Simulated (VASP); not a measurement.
A run of VASP 6.6.1 is set up as follows.

The input INCAR:

```
SYSTEM = BN
ALGO = Normal ; EDIFF = 1E-7
EDIFFG = -0.02 ; ENCUT = 600
GGA = PS ; IBRION = 2
ISIF = 3 ; ISMEAR = -1
LASPH = .TRUE. ; LCHARG = .FALSE.
LREAL = .FALSE. ; LWAVE = .FALSE.
NELM = 80 ; NSW = 80
PREC = Accurate ; PSTRESS = 200.0
SIGMA = 0.05
```

File KPOINTS:

```
k-points
0
G
  12 12 4
  0 0 0
```

The input POSCAR:

```
BN
1.0
    2.4982400000      0.0000000000      0.0000000000
   -1.2491200000      2.1635393048      0.0000000000
    0.0000000000      0.0000000000      6.6357000000
N B
2 2
Direct
    0.6666666667      0.3333333333      0.2500000000
    0.3333333333      0.6666666667      0.7500000000
    0.6666666667      0.3333333333      0.7500000000
    0.3333333333      0.6666666667      0.2500000000
```

Potentials or basis: VASP PAW PBE potentials, release 64 (N, B).

Launch:

```bash
$ cat potpaw_PBE.64/N/POTCAR potpaw_PBE.64/B/POTCAR > POTCAR
$ mpirun -np 1 vasp_std > vasp.out
```

(1) What does it give for the relaxed cell?

(2) What does it give for the space group after relaxing (to 0.05 Å)?

Answers

(1) a = 2.475 Å, b = 2.475 Å, c = 5.283 Å, α = 90.00°, β = 90.00°, γ = 120.00°.

(2) P6_3/mmc (No. 194).
